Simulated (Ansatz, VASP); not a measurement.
WS2: VASP beside Ansatz

INCAR

```
SYSTEM = WS2
PREC = Accurate ; ENCUT = 520
EDIFF = 1E-7 ; ISMEAR = -1
SIGMA = 0.05 ; LREAL = .FALSE.
LASPH = .TRUE. ; NELM = 100
ALGO = Normal ; ISIF = 2
LWAVE = .FALSE. ; LCHARG = .FALSE.
GGA = PE ; NBANDS = 20
```

The input KPOINTS:

```
regular mesh
0
G
  9 9 4
  0 0 0
```

Contents of POSCAR:

```
WS2
1.0
    3.0708668362      0.0000000000      0.0000000000
    0.0000000000      3.0708668362      0.0000000000
    0.0000000000      0.0000000000      6.3660280661
W S
1 2
Direct
    0.0000000000      0.0000000000      0.0000000000
    0.5000000000      0.5000000000      0.2843227100
    0.5000000000      0.5000000000      0.7156772900
```

Contents of input.yaml:

```yaml
crystal:
  lattice:
    - [3.0708668362, 0.0, 0.0]
    - [0.0, 3.0708668362, 0.0]
    - [0.0, 0.0, 6.3660280661]
  atoms:
    - { symbol: W, position: [0.0, 0.0, 0.0] }
    - { symbol: S, position: [0.5, 0.5, 0.28432271] }
    - { symbol: S, position: [0.5, 0.5, 0.71567729] }
kpoints:
  mp_grid: { grid: [9, 9, 4] }
scf:
  occupations: { method: fermi_dirac, width: 0.05 }
hamiltonian:
  xc: pbe
  pseudopotentials: { kind: all_electron, lapw: { basis_error: 0.001 } }
output:
  forces: true
  stress: true
  eigenvalues: true
```

Change from the starting cell: volume scaled by 1.02.

Alike in both runs: task single point; functional PBE; k mesh 9 × 9 × 4; occupations fermi-dirac, width 0.05 eV; no spin polarisation.

|  | VASP | Ansatz |
| --- | --- | --- |
| version | VASP 6.6.1 | Ansatz 0.2.0 |
| potentials or method | VASP PAW PBE potentials, release 64 (W_sv, S), cutoff 520 eV | all-electron LAPW, scalar-relativistic |

```csv
,VASP,Ansatz,Ansatz less VASP
gap on the k mesh at the Fermi level (eV),none,none,-
pressure (GPa),-19.7,-19.6,+0.10
"traceless stress, the component that is largest in VASP (GPa)",-9.11,-9.14,-0.034
rms of the force components (eV/Å),2.031,2.028,-0.0030
```

Atom by atom the forces differ by 0.003 eV/Å (rms over components). A gap of «none» marks a metal or a gap that the smearing closes. Ansatz ran all-electron here, and VASP with PAW potentials.

Neither program's run includes spin-orbit coupling.
